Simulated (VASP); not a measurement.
# C (P6_3/mmc) in VASP: a series of runs

C is run at these levels: PBE; tasks: single point, relaxation of cell and atoms.

Program: VASP 6.6.1. These are calculated values, not measurements. Logs are shortened: lines on timing, memory, paths and dates and some standing lists are left out, and cuts for length are marked.

## Step 1: The cell of the first run

The structure is hexagonal, space group P6_3/mmc (No. 194). Conventional cell: a = 2.467 Å, b = 2.467 Å, c = 8.530 Å, α = 90.00°, β = 90.00°, γ = 120.00°. C (site symmetry -6m2) has 3 C at 1.42 Å within 1.9 Å. Within 1.9 Å of C (site symmetry -6m2) lie 3 C at 1.42 Å.

## Step 2: Single point, PBE

INCAR reads:

```
ALGO = Normal ; EDIFF = 1E-6
ENCUT = 520 ; GGA = PE
ISIF = 2 ; ISMEAR = 0
LASPH = T ; LCHARG = F
LREAL = F ; LWAVE = F
NBANDS = 16 ; NELM = 60
PREC = Accurate ; SIGMA = 0.1
```

KPOINTS reads:

```
k-points
0
Gamma
  21 21 6
```

POSCAR reads:

```
C
1.0
    2.4665131928      0.0000000000      0.0000000000
   -1.2332565964      2.1360630837      0.0000000000
    0.0000000000      0.0000000000      8.5296938387
C
4
Direct
    0.0000000000      0.0000000000      0.2500000000
    0.0000000000      0.0000000000      0.7500000000
    0.3333333333      0.6666666667      0.2500000000
    0.6666666667      0.3333333333      0.7500000000
```

Potentials or basis: VASP PAW PBE potentials, release 64 (C).

On the command line:

```
$ cat potpaw_PBE.64/C/POTCAR > POTCAR
$ mpirun -np 1 vasp_std > vasp.out
```

OUTCAR:

```text
EDIFF = 1E-6
   ENCUT = 520
   GGA = PE
   ISIF = 2
   ISMEAR = 0
   LASPH = T
   LREAL = F
   NELM = 60
   PREC = Accurate

 ion  position               nearest neighbor table
   1  0.000  0.000  0.250-   3 1.42   3 1.42   3 1.42
   2  0.000  0.000  0.750-   4 1.42   4 1.42   4 1.42
   3  0.333  0.667  0.250-   1 1.42   1 1.42   1 1.42
   4  0.667  0.333  0.750-   2 1.42   2 1.42   2 1.42

  LATTYP: Found a hexagonal cell.
 ALAT       =     2.4665131928
 C/A-ratio  =     3.4581991548

  Lattice vectors:

 A1 = (   2.4665131928,   0.0000000000,   0.0000000000)
 A2 = (  -1.2332565964,   2.1360630837,   0.0000000000)
 A3 = (   0.0000000000,   0.0000000000,   8.5296938387)

Analysis of symmetry for initial positions (statically):
=====================================================================
 Subroutine PRICEL returns:
 Original cell was already a primitive cell.

 Routine SETGRP: Setting up the symmetry group for a
 hexagonal supercell.

 Subroutine GETGRP returns: Found 24 space group operations
 (whereof 12 operations were pure point group operations)
 out of a pool of 24 trial point group operations.

The static configuration has the point symmetry D_3d.
 The point group associated with its full space group is D_6h.

Analysis of symmetry for dynamics (positions and initial velocities):
=====================================================================
 Subroutine PRICEL returns:
 Original cell was already a primitive cell.

 Routine SETGRP: Setting up the symmetry group for a
 hexagonal supercell.

 Subroutine GETGRP returns: Found 24 space group operations
 (whereof 12 operations were pure point group operations)
 out of a pool of 24 trial point group operations.

The dynamic configuration has the point symmetry D_3d.
 The point group associated with its full space group is D_6h.

 Subroutine INISYM returns: Found 24 space group operations
 (whereof 12 operations are pure point group operations),
 and found     1 'primitive' translations

[... 86 lines left out ...]
   NGX,Y,Z   is equivalent  to a cutoff of  12.13, 12.13, 12.47 a.u.
   NGXF,Y,Z  is equivalent  to a cutoff of  24.26, 24.26, 24.95 a.u.
 SYSTEM =  unknown system
   PREC   = accura    normal or accurate (medium, high low for compatibility)
   ISTART =      0    job   : 0-new  1-cont  2-samecut
   ICHARG =      2    charge: 1-file 2-atom 10-const
   ISPIN  =      1    spin polarized calculation?
   LNONCOLLINEAR =      F non collinear calculations
   LSORBIT =      F    spin-orbit coupling
   LASPH  =      T    aspherical Exc in radial PAW
   ENCUT  =  520.0 eV  38.22 Ry    6.18 a.u.   4.59  4.59 15.86*2*pi/ulx,y,z
   NELM   =     60;   NELMIN=  2; NELMDL= -5     # of ELM steps
   EDIFF  = 0.1E-05   stopping-criterion for ELM
   LREAL  =      F    real-space projection
[... 7 lines left out ...]
   TEBEG  =    0.0;   TEEND  =   0.0 temperature during run
   PSTRESS=    0.0 pullay stress
   NELECT =      16.0000    total number of electrons
   NUPDOWN=      -1.0000    fix difference up-down
   EMIN   =  10.00;   EMAX   =-10.00  energy-range for DOS
   EFERMI =   0.00;   METHOD = LEGACY
   ISMEAR =     0;   SIGMA  =   0.10  broadening in eV -4-tet -1-fermi 0-gaus
   EFERMI_NEDOS =   21; number of points for ismear=-14 and -15
   IALGO  =     38    algorithm
   IMIX   =      4    mixing-type and parameters
     AMIX     =   0.40;   BMIX     =  1.00
     AMIX_MAG =   1.60;   BMIX_MAG =  1.00
  volume/ion in A,a.u.               =      11.23        75.82
  Fermi-wavevector in a.u.,A,eV,Ry     =   1.160302  2.192654 18.317545  1.346302
  Thomas-Fermi vector in A             =   2.296886
   LORBIT       =      0    0 simple, 1 ext, 2 COOP (PROOUT), +10 PAW based schemes
   GGA     = PE    functional components
   LHFCALC =     F    Hartree Fock is set to
   AEXX    =    0.0000 exact exchange contribution
   IVDW    =     0    specifies the selected vdW correction
   LEPSILON=     F    determine dielectric tensor
   LRPA    =     F    only Hartree local field effects (RPA)
 non-spin polarized calculation
 Gauss-broadening in eV      SIGMA  =   0.10
  energy-cutoff  :      520.00
  volume of cell :       44.94
 maximum number of plane-waves:      1233
   NGX =  9   NGY =  9   NGZ = 31

 number of electron      15.9999993 magnetization

 Free energy of the ion-electron system (eV)
  ---------------------------------------------------
  ext. energy  EPLUGINS =         0.00000000
  ---------------------------------------------------
  free energy    TOTEN  =       -36.90566605 eV

  energy without entropy =      -36.90489670  energy(sigma->0) =      -36.90528138

 E-fermi :   2.7901     XC(G=0):  -8.7200

 val. band max:        2.7897038377   @ k =   0.3333   0.3333   0.1667
 cond. band min:       2.7903492649   @ k =   0.3333   0.3333   0.3333
 fundamental gap:      0.0006454273
 Fermi energy:         2.7900907173

 k-point     1 :       0.0000    0.0000    0.0000
  band No.  band energies     occupation
      1     -16.7424      2.00000
      2     -16.7067      2.00000
      3      -5.0560      2.00000
      4      -4.5746      2.00000
      5      -0.2539      2.00000
      6      -0.2539      2.00000
[... 433 lines left out ...]
      3      -4.3871      2.00000
      4      -4.3802      2.00000
      5      -3.2815      2.00000
      6      -2.8424      2.00000
[... 8 lines left out ...]
     15      14.6668      0.00000
     16      14.7594      0.00000

 [... further k-points ...]

------------------------ aborting loop because EDIFF is reached ----------------------------------------

  FORCE on cell =-STRESS in cart. coord.  units (eV):
  Direction    XX          YY          ZZ          XY          YZ          ZX
  --------------------------------------------------------------------------------------
  -------------------------------------------------------------------------------------
  Total        0.1547400      0.1547400     -0.0063477      0.0000000      0.0000000      0.0000000
  in kB        5.5167365      5.5167365     -0.2263046      0.0000000      0.0000000      0.0000000
  external PRESSURE =       3.6023895 kB  Pullay stress =       0.0000000 kB

 VOLUME and BASIS-vectors are now :
 -----------------------------------------------------------------------------
  energy-cutoff  :      520.00
  volume of cell :       44.94
      direct lattice vectors                 reciprocal lattice vectors
     2.466513193  0.000000000  0.000000000     0.405430631  0.234075484  0.000000000
    -1.233256596  2.136063084  0.000000000     0.000000000  0.468150968  0.000000000
     0.000000000  0.000000000  8.529693839     0.000000000  0.000000000  0.117237502

 POSITION                                       TOTAL-FORCE (eV/Angst)
 -----------------------------------------------------------------------------------
      0.00000      0.00000      2.13242        -0.000000      0.000000      0.000000
      0.00000      0.00000      6.39727         0.000000     -0.000000      0.000000
     -0.00000      1.42404      2.13242        -0.000000      0.000000     -0.000000
      1.23326      0.71202      6.39727         0.000000      0.000000     -0.000000
 -----------------------------------------------------------------------------------
    total drift:                                0.000000     -0.000000      0.000000

  FREE ENERGIE OF THE ION-ELECTRON SYSTEM (eV)
  ---------------------------------------------------
  free  energy   TOTEN  =       -36.9056660534 eV

  energy  without entropy=      -36.9048966997  energy(sigma->0) =      -36.90528138
```

OSZICAR:

```text
N       E                     dE             d eps       ncg     rms          rms(c)
DAV:   1     0.446597027074E+02    0.44660E+02   -0.76836E+03  6160   0.898E+02
DAV:   2    -0.358315900103E+02   -0.80491E+02   -0.72851E+02  8568   0.191E+02
DAV:   3    -0.393601714952E+02   -0.35286E+01   -0.35034E+01  8336   0.386E+01
DAV:   4    -0.393987739646E+02   -0.38602E-01   -0.38582E-01  7688   0.484E+00
DAV:   5    -0.393995054428E+02   -0.73148E-03   -0.73138E-03  8240   0.633E-01    0.892E+00
DAV:   6    -0.375392195460E+02    0.18603E+01   -0.13616E+00  7296   0.690E+00    0.523E+00
DAV:   7    -0.368928575984E+02    0.64636E+00   -0.17374E+00  7608   0.785E+00    0.143E+00
DAV:   8    -0.369058264540E+02   -0.12969E-01   -0.66126E-02  7304   0.148E+00    0.197E-01
DAV:   9    -0.369053331887E+02    0.49327E-03   -0.11732E-03  8128   0.231E-01    0.109E-01
DAV:  10    -0.369056608398E+02   -0.32765E-03   -0.10081E-03  6928   0.193E-01    0.592E-02
DAV:  11    -0.369056633842E+02   -0.25444E-05   -0.18966E-05  8144   0.287E-02    0.115E-02
DAV:  12    -0.369056659166E+02   -0.25325E-05   -0.22035E-06  7088   0.131E-02    0.299E-03
DAV:  13    -0.369056660534E+02   -0.13671E-06   -0.36396E-07  6216   0.405E-03
   1 F= -.36905666E+02 E0= -.36905281E+02  d E =-.769354E-03
```

stdout:

```text
POSCAR found type information on POSCAR C
 POSCAR found :  1 types and       4 ions
 scaLAPACK will be used
 LDA part: xc-table for (Slater+PW92), standard interpolation
 POSCAR, INCAR and KPOINTS ok, starting setup
 FFT: planning ... GRIDC
 FFT: planning ... GRID_SOFT
 FFT: planning ... GRID
 WAVECAR not read
 entering main loop
```

Wall time 1.8 min (1 thread of Intel Xeon 6975P-C (Granite Rapids), shared host); peak memory 0.21 GiB.

What came out:

* Free energy: -36.9057 eV
* Pressure: 0.4 GPa
* Band gap on the k mesh: zero (filled and empty bands touch)

Levels at points of the mesh, in eV from the Fermi level:
```
           k point  band 4  band 5  band 6  band 7  band 8  band 9  band 10  band 11  band 12  band 13
(0.00, 0.00, 0.00)   -7.36   -3.04   -3.04   -3.04   -3.04    3.08     6.39     8.30     8.30     8.31
(0.00, 0.00, 0.50)   -7.62   -3.04   -3.04   -3.04   -3.04    4.35     4.35     8.30     8.30     8.30
```

Caveat: this functional lacks dispersion, which binds layers or chains, so the pressure and a relaxed spacing across them are unreliable.

## Step 3: Relaxation of cell and atoms, PBE

INCAR reads:

```
ALGO = Normal
EDIFF = 1E-6
EDIFFG = -0.01
ENCUT = 600
GGA = PE
IBRION = 2
ISIF = 3
ISMEAR = 0
LASPH = True
LCHARG = False
LREAL = False
LWAVE = False
NELM = 60
NSW = 100
PREC = Accurate
SIGMA = 0.1
```

KPOINTS is that of step 2.

POSCAR is that of step 2.

Potentials or basis: VASP PAW PBE potentials, release 64 (C).

On the command line:

```
$ cat potpaw_PBE.64/C/POTCAR > POTCAR
$ mpirun -np 1 vasp_std > vasp.out
```

OUTCAR:

```text
EDIFF = 1E-6
   EDIFFG = -0.01
   ENCUT = 600
   GGA = PE
   IBRION = 2
   ISIF = 3
   ISMEAR = 0
   LASPH = True
   LREAL = False
   NELM = 60
   NSW = 100
   PREC = Accurate

 ion  position               nearest neighbor table
   1  0.000  0.000  0.250-   3 1.42   3 1.42   3 1.42
   2  0.000  0.000  0.750-   4 1.42   4 1.42   4 1.42
   3  0.333  0.667  0.250-   1 1.42   1 1.42   1 1.42
   4  0.667  0.333  0.750-   2 1.42   2 1.42   2 1.42

  LATTYP: Found a hexagonal cell.
 ALAT       =     2.4665131928
 C/A-ratio  =     3.4581991548

  Lattice vectors:

 A1 = (   2.4665131928,   0.0000000000,   0.0000000000)
 A2 = (  -1.2332565964,   2.1360630837,   0.0000000000)
 A3 = (   0.0000000000,   0.0000000000,   8.5296938387)

[... 393 lines left out ...]
      1     -16.2612      2.00000
      2     -16.1918      2.00000
      3      -4.6866      2.00000
      4      -3.9371      2.00000
      5       0.2421      2.00000
      6       0.2421      2.00000
      7       0.2445      2.00000
      8       0.2445      2.00000
      9       6.5911      0.00000
     10      10.5784      0.00000
     11      11.5850      0.00000
     12      11.5853      0.00000
[... 331 lines left out ...]
 k-point    24 :       0.1905    0.0952    0.0000
  band No.  band energies     occupation
      1     -14.7702      2.00000
      2     -14.7083      2.00000
      3      -3.8948      2.00000
      4      -3.8800      2.00000
      5      -2.9044      2.00000
      6      -2.2362      2.00000
      7      -2.2276      2.00000
      8      -2.2157      2.00000
      9       8.5237      0.00000
     10      10.4795      0.00000
     11      10.6234      0.00000
     12      12.2605      0.00000

 [... further k-points ...]

------------------------ aborting loop because EDIFF is reached ----------------------------------------

  FORCE on cell =-STRESS in cart. coord.  units (eV):
  Direction    XX          YY          ZZ          XY          YZ          ZX
  --------------------------------------------------------------------------------------
  -------------------------------------------------------------------------------------
  Total       -0.0046335     -0.0046335     -0.0070163     -0.0000000     -0.0000000      0.0000000
  in kB       -0.1768993     -0.1768993     -0.2678675     -0.0000000     -0.0000000      0.0000000
  external PRESSURE =      -0.2072220 kB  Pullay stress =       0.0000000 kB
[... 19 lines left out ...]
  FREE ENERGIE OF THE ION-ELECTRON SYSTEM (eV)
  ---------------------------------------------------
  free  energy   TOTEN  =       -36.9178759473 eV

  energy  without entropy=      -36.9172227341  energy(sigma->0) =      -36.91754934

 reached required accuracy - stopping structural energy minimisation
```

OSZICAR:

```text
N       E                     dE             d eps       ncg     rms          rms(c)
DAV:   1     0.715603735259E+02    0.71560E+02   -0.86097E+03  4608   0.133E+03
DAV:   2    -0.337203831136E+02   -0.10528E+03   -0.95735E+02  6728   0.247E+02
DAV:   3    -0.393173991521E+02   -0.55970E+01   -0.55405E+01  5704   0.590E+01
[... 113 lines left out ...]
DAV:   2    -0.369181353839E+02    0.55436E-03   -0.69289E-04  4672   0.206E-01    0.605E-02
DAV:   3    -0.369178770819E+02    0.25830E-03   -0.81175E-04  5296   0.196E-01    0.185E-02
DAV:   4    -0.369178796229E+02   -0.25410E-05   -0.18618E-05  5236   0.357E-02    0.215E-02
DAV:   5    -0.369178757632E+02    0.38596E-05   -0.15837E-05  4852   0.344E-02    0.366E-03
DAV:   6    -0.369178759473E+02   -0.18404E-06   -0.11274E-06  3384   0.792E-03
  12 F= -.36917876E+02 E0= -.36917549E+02  d E =-.352629E-04
```

CONTCAR:

```text
C
   1.00000000000000
     2.4666559844785074   -0.0000000000000000    0.0000000000000000
    -1.2333279922392537    2.1361867449210306   -0.0000000000000000
     0.0000000000000000   -0.0000000000000000    7.9643159895957822
  C
     4
Direct
     0.0000000000000000    0.0000000000000000    0.2500000000000000
     0.0000000000000000    0.0000000000000000    0.7500000000000000
     0.3333333332999970    0.6666666667000030    0.2500000000000000
     0.6666666667000030    0.3333333332999970    0.7500000000000000

  0.00000000E+00  0.00000000E+00  0.00000000E+00
  0.00000000E+00  0.00000000E+00  0.00000000E+00
  0.00000000E+00  0.00000000E+00  0.00000000E+00
  0.00000000E+00  0.00000000E+00  0.00000000E+00
```

It took 11 min on 1 thread of Intel Xeon 6975P-C (Granite Rapids), shared host; peak memory 0.23 GiB.

What came out:

| Property | Result |
| --- | --- |
| Free energy | -36.9179 eV |
| Relaxed volume | 10.49 Å³/atom |
| Relaxed cell | a = 2.467 Å, b = 2.467 Å, c = 7.964 Å, α = 90.00°, β = 90.00°, γ = 120.00° |
| Space group after relaxing (to 0.1 Å) | P6_3/mmc (No. 194) |
| Energy gained by relaxing | 0.7 meV/atom |
| Ionic steps | 12 |
| Pressure after relaxing | 0.0 GPa |
| Band gap on the k mesh | zero (filled and empty bands overlap) |

Step by step:
| step | energy change (eV) | largest force (eV/Å) | pressure (GPa) | volume (Å³) |
| --- | --- | --- | --- | --- |
| 1 | 0.0000 | 0.0000 | 0.02 | 44.94 |
| 2 | 0.0000 | 0.0000 | -0.29 | 44.95 |
| 3 | 0.0000 | 0.0000 | -0.18 | 44.95 |
| 4 | -0.0001 | 0.0000 | -0.17 | 44.92 |
| 5 | -0.0002 | 0.0000 | -0.13 | 44.84 |
| 6 | -0.0004 | 0.0000 | -0.15 | 44.69 |
| 7 | -0.0008 | 0.0000 | -0.11 | 44.37 |
| 8 | -0.0015 | 0.0000 | -0.03 | 43.75 |
| 9 | -0.0025 | 0.0000 | 0.15 | 42.50 |
| 10 | -0.0026 | 0.0000 | 0.22 | 42.01 |
| 11 | -0.0026 | 0.0000 | -0.33 | 41.91 |
| 12 | -0.0027 | 0.0000 | -0.02 | 41.97 |

Final structure:
```
CELL_PARAMETERS angstrom
2.46666 0.00000 0.00000
-1.23333 2.13619 0.00000
0.00000 0.00000 7.96432
ATOMIC_POSITIONS crystal
C 0.00000 0.00000 0.25000
C 0.00000 0.00000 0.75000
C 0.33333 0.66667 0.25000
C 0.66667 0.33333 0.75000
```

Levels at points of the mesh, in eV from the Fermi level:
```csv
k point,band 6,band 7,band 8,band 9,band 10,band 11
"(0.00, 0.00, 0.00)",-3.04,-3.04,-3.04,3.31,7.30,8.30
"(0.00, 0.00, 0.50)",-3.04,-3.04,-3.04,4.87,4.87,8.31
```

Caveat: this functional lacks dispersion, which binds layers or chains, so the pressure and a relaxed spacing across them are unreliable.
